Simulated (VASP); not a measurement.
## TePb: single point with r2SCAN

The system is TePb.

```
Te Pb
1.0
     0.00000    3.27121    3.14036
     3.27121    0.00000    3.14036
     3.27121    3.27121    0.00000
Te Pb
1 1
Direct
  0.50000 0.50000 0.50000
  0.00000 0.00000 0.00000
```

This cell differs from its parent crystal: ratio of the length along z to the lengths across it x 0.96, volume and fractional coordinates fixed.

```
Program             : VASP 6.6.1
Task                : single point
Functional          : r2SCAN
Potentials or basis : VASP PAW PBE potentials, release 64 (Te, Pb_d)
Cutoff              : 520 eV
k mesh              : 8 × 8 × 8
Occupations         : gaussian, width 0.05 eV
Spin                : no spin polarisation
```

```yaml
Pressure: 2.0 GPa
Band_gap_on_the_k_mesh: 0.91 eV, direct
```

Stress tensor (GPa, compression positive):
```
0.08 0.00 0.00
0.00 0.08 0.00
0.00 0.00 5.72
```

Levels at points of the mesh, in eV from the valence-band top:
| k point | band 7 | band 8 | band 9 | band 10 | band 11 | band 12 | band 13 | band 14 |
| --- | --- | --- | --- | --- | --- | --- | --- | --- |
| (0.00, 0.00, 0.00) | -5.67 | -1.87 | -1.43 | -1.43 | 3.97 | 3.97 | 4.98 | 6.04 |
| (0.50, 0.00, 0.00) | -8.99 | -1.15 | -1.06 | 0.00 | 0.91 | 1.26 | 1.49 | 8.88 |
| (0.50, 0.50, 0.00) | -7.77 | -4.85 | -3.12 | -3.12 | 3.41 | 5.67 | 5.67 | 7.57 |
| (0.50, 0.00, 0.50) | -7.45 | -4.76 | -3.26 | -2.80 | 3.56 | 5.31 | 6.41 | 6.93 |

Wall time 2.3 min on 1 thread of Intel(R) Xeon(R) 6975P-C (Granite Rapids) (shared host), peak memory 0.25 GiB.

Caveat: the PAW data sets were made with another functional, which shifts forces and pressure a little; spin-orbit coupling is left out, which moves the levels of the heavy elements. A k mesh can miss the band edges.
